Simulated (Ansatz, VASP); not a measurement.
## Two plane-wave programs on AlRu

INCAR

```
SYSTEM = AlRu
ALGO = Normal ; EDIFF = 1E-7
ENCUT = 520 ; GGA = PE
ISIF = 2 ; ISMEAR = 1
LASPH = .True. ; LCHARG = .True.
LELF = .True. ; LREAL = .False.
LVHAR = .True. ; LWAVE = .False.
NBANDS = 16 ; NELM = 100
PREC = Accurate ; SIGMA = 0.15
```

KPOINTS

```
k-points
0
Gamma
  12 12 12
  0 0 0
```

The input POSCAR:

```
AlRu
1.0
    2.9916000000      0.0000000000      0.0000000000
    0.0000000000      2.9916000000      0.0000000000
    0.0000000000      0.0000000000      2.9317680000
Al Ru
1 1
Direct
    0.0000000000      0.0000000000      0.0000000000
    0.5000000000      0.5000000000      0.5000000000
```

Input for Ansatz:

```yaml
crystal:
  lattice:
    - [2.9916, 0.0, 0.0]
    - [0.0, 2.9916, 0.0]
    - [0.0, 0.0, 2.931768]
  atoms:
    - { symbol: Al, position: [0.0, 0.0, 0.0] }
    - { symbol: Ru, position: [0.5, 0.5, 0.5] }
basis:
  ecutwfc: 520.0
kpoints:
  mp_grid:
    grid: [12, 12, 12]
hamiltonian:
  xc: pbe
scf:
  occupations:
    method: cold
    width: 0.15
output:
  stress: true
```

Alike in both runs: task single point; functional PBE; k mesh 12 × 12 × 12; no spin polarisation.

```csv
,VASP,Ansatz
version,VASP 6.6.1,Ansatz 0.2.0
potentials or method,"VASP PAW PBE potentials, release 64 (Al, Ru_pv), cutoff 520 eV","plane waves, PAW"
occupations,"methfessel-paxton of order 1, width 0.15 eV","cold, width 0.15 eV"
valence electrons in the cell,17,19
```

```tsv
	VASP	Ansatz	Ansatz less VASP
pressure (GPa)	7.0	7.0	-0.02
traceless stress, the component that is largest in VASP (GPa)	2.62	2.64	+0.018
```

VASP's potentials hold 17 valence electrons a cell and Ansatz's 19, so a difference there can come from the potentials and not from the codes.
